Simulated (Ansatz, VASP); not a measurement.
**MgO: VASP beside Ansatz**

```
CELL_PARAMETERS angstrom
3.32000 0.00000 0.00000
-1.66000 2.87520 0.00000
0.00000 0.00000 3.98500
ATOMIC_POSITIONS crystal
Mg 0.66667 0.33333 0.75000
Mg 0.33333 0.66667 0.25000
O 0.66667 0.33333 0.25000
O 0.33333 0.66667 0.75000
```

Alike in both runs: task single point; functional PBEsol; k mesh 9 × 9 × 6; occupations gaussian, width 0.05 eV; no spin polarisation.

|  | VASP | Ansatz |
| --- | --- | --- |
| version | VASP 6.6.1 | Ansatz 0.2.0 |
| potentials or method | VASP PAW PBE potentials, release 64 (Mg, O), cutoff 520 eV | scalar-relativistic, plane waves, PAW |
| valence electrons in the cell | 16 | 32 |

```tsv
	VASP	Ansatz	Ansatz less VASP
gap on the k mesh at the Fermi level (eV)	4.06	4.07	+0.007
least direct gap on the mesh (eV)	4.06	4.07	+0.007
pressure (GPa)	27.4	27.3	-0.02
traceless stress, the component that is largest in VASP (GPa)	1.25	1.40	+0.155
```

VASP's potentials were made for PBE, not for PBEsol, and Ansatz warns of the same on its side. With one functional, cell and mesh, what is left measures potentials, basis and numerics. VASP's potentials hold 16 valence electrons a cell and Ansatz's 32, so a difference there can come from the potentials and not from the codes.
